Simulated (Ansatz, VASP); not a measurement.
**Mg: VASP beside Ansatz**

```xyz
1
Lattice="0.0000 2.2740 2.2740 2.2740 0.0000 2.2740 2.2740 2.2740 0.0000" Properties=species:S:1:pos:R:3 pbc="T T T"
Mg    0.0000    0.0000    0.0000
```

Alike in both runs: task single point; functional LDA; k mesh 14 × 14 × 14; occupations fermi-dirac, width 0.1 eV; no spin polarisation.

|  | VASP | Ansatz |
| --- | --- | --- |
| version | VASP 6.6.1 | Ansatz 0.2.0 |
| potentials or method | VASP PAW LDA potentials, release 64 (Mg), cutoff 520 eV | plane waves (420 eV) with PAW, scalar-relativistic |
| valence electrons in the cell | 2 | 10 |

|  | VASP | Ansatz | Ansatz less VASP |
| --- | --- | --- | --- |
| pressure (GPa) | -2.8 | -2.5 | +0.31 |

Ansatz warns that its potentials were made for another functional, while VASP's fit it. LDA's correlation is that of Perdew and Zunger in VASP and of Perdew and Wang (1992) in Ansatz. VASP's potentials hold 2 valence electrons a cell and Ansatz's 10, so a difference there can come from the potentials and not from the codes.
